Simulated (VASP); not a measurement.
Runs of VASP 6.6.1 on As. The structure is that of space group R-3m (No. 166), or close to it. The cells are those of the table. 

| cell | gap on the mesh (eV) | pressure (GPa) | largest force (eV/Å) |
| --- | --- | --- | --- |
| a = 3.877 Å, angles 61.6°, 2 atoms | none | -2.2 | 0.44 |
| a = 4.435 Å, angles 47.0°, 2 atoms | none | 2.1 | 0.36 |
| a = 4.043 Å, angles 56.2°, 2 atoms | none | -0.2 | 0.32 |
| a = 4.187 Å, angles 52.4°, 2 atoms | none | 1.2 | 0.14 |
| a = 4.268 Å, angles 50.5°, 2 atoms | none | (a) | 0.04 |
| a = 3.982 Å, angles 58.1°, 2 atoms | none | (b) | 0.39 |

Alike in all rows: task single point; level PBEsol; potentials or basis VASP PAW PBE potentials, release 64 (As); no spin polarisation; k mesh 18 × 18 × 18; cutoff (eV) 520; smearing gaussian 0.15 eV.

**Question.** Estimate the missing entries.

**Answer.** (a) 1.6; (b) -0.9.

Caveats: the PAW data sets were made with another functional, which shifts forces and pressure a little.

A k mesh can miss the band edges, and the runs leave out spin-orbit coupling on As.

A gap of «none» marks levels without a gap at the run's occupations.
